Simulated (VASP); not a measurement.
Input of a VASP 6.6.1 run:

INCAR

```
ALGO = Normal
EDIFF = 1E-6
ENCUT = 500
GGA = PS
GGA_COMPAT = F
ISIF = 2
ISMEAR = -1
LASPH = T
LCHARG = T
LELF = T
LREAL = F
LVHAR = T
LWAVE = F
NBANDS = 18
NELM = 120
PREC = Accurate
SIGMA = 0.02
```

File KPOINTS:

```
k-points
0
Gamma
  8 8 4
```

The input POSCAR:

```
TaS2
1.0
    3.3165020994      0.0000000000      0.0000000000
   -1.6582510497      2.8721750698      0.0000000000
    0.0000000000      0.0000000000      5.8600000000
Ta S
1 2
Direct
    0.0000000000      0.0000000000      0.0000000000
    0.3333333333      0.6666666667      0.2500000000
    0.6666666667      0.3333333333      0.7500000000
```

Potentials or basis: VASP PAW PBE potentials, release 64 (Ta_pv, S).

Launch:

```bash
$ cat potpaw_PBE.64/Ta_pv/POTCAR potpaw_PBE.64/S/POTCAR > POTCAR
$ mpirun -np 1 vasp_std > vasp.out
```

Task: What does it give for the largest force?

Result: 1.312 eV/Å.

Task: Predict the pressure.

Result: 7.7 GPa.

Stress tensor (GPa, compression positive):
```
 6.15  0.00  0.00
 0.00  6.15  0.00
 0.00  0.00 10.68
```

Caveat: the cell differs from its parent crystal (equal xx and yy strain of -1 %); the cell stands under pressure; the PAW data sets were made with another functional, which shifts forces and pressure a little; this functional lacks dispersion, which binds the layers, so the pressure and a relaxed spacing across them are unreliable.
